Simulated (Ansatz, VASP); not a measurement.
**Two plane-wave programs on ZnS**

INCAR

```
PREC     = Accurate       # precision mode
ENCUT    = 600            # plane-wave cutoff, eV
EDIFF    = 1E-7           # SCF threshold, eV
ISMEAR   = 0              # smearing method
SIGMA    = 0.02           # smearing width, eV
LREAL    = False          # projectors in reciprocal space
LASPH    = True           # aspherical terms in the spheres
NELM     = 60             # most SCF steps
ALGO     = Normal         # electronic algorithm
ISIF     = 3              # what is computed and relaxed
LWAVE    = False          # write WAVECAR
LCHARG   = False          # write CHGCAR
GGA      = CA             # functional
IBRION   = 2              # ionic algorithm
NSW      = 100            # ionic steps
EDIFFG   = -0.005         # ionic threshold
```

KPOINTS

```
Automatic mesh
0
Gamma
  10 10 10
```

POSCAR

```
ZnS
1.0
    0.0000000000      2.7020000000      2.7020000000
    2.7020000000      0.0000000000      2.7020000000
    2.7020000000      2.7020000000      0.0000000000
Zn S
1 1
Direct
    0.2500000000      0.2500000000      0.2500000000
    0.0000000000      0.0000000000      0.0000000000
```

Input for Ansatz:

```yaml
crystal:
  lattice:
    - [0.0, 2.702, 2.702]
    - [2.702, 0.0, 2.702]
    - [2.702, 2.702, 0.0]
  atoms:
    - { symbol: Zn, position: [0.25, 0.25, 0.25] }
    - { symbol: S, position: [0.0, 0.0, 0.0] }
basis:
  ecutwfc: 420
kpoints:
  mp_grid: { grid: [10, 10, 10] }
hamiltonian:
  xc: lda
scf:
  occupations: { method: gaussian, width: 0.02 }
output:
  forces: true
  stress: true
  eigenvalues: true
relax:
  adjacent_minimum: "off"
  f_tol: 0.005
  max_steps: 80
  cell: { stress_tol: 0.05 }
```

Alike in both runs: task relaxation of cell and atoms; functional LDA; k mesh 10 × 10 × 10; occupations gaussian, width 0.02 eV; no spin polarisation.

|  | VASP | Ansatz |
| --- | --- | --- |
| version | VASP 6.6.1 | Ansatz 0.2.0 |
| potentials or method | VASP PAW LDA potentials, release 64 (Zn, S), cutoff 600 eV | scalar-relativistic, plane waves, PAW |
| valence electrons in the cell | 18 | 18 |

|  | VASP | Ansatz | Ansatz less VASP |
| --- | --- | --- | --- |
| gap on the k mesh at the Fermi level, each at its own relaxed structure (eV) | 2.15 | 2.13 | -0.023 |
| relaxed volume (Å³/atom) | 18.63 | 18.58 | -0.050 |
| relaxed length of the cell vector where the two differ most in proportion (Å) | 3.749 | 3.746 | -0.0033 |

LDA's correlation is that of Perdew and Zunger in VASP and of Perdew and Wang (1992) in Ansatz.
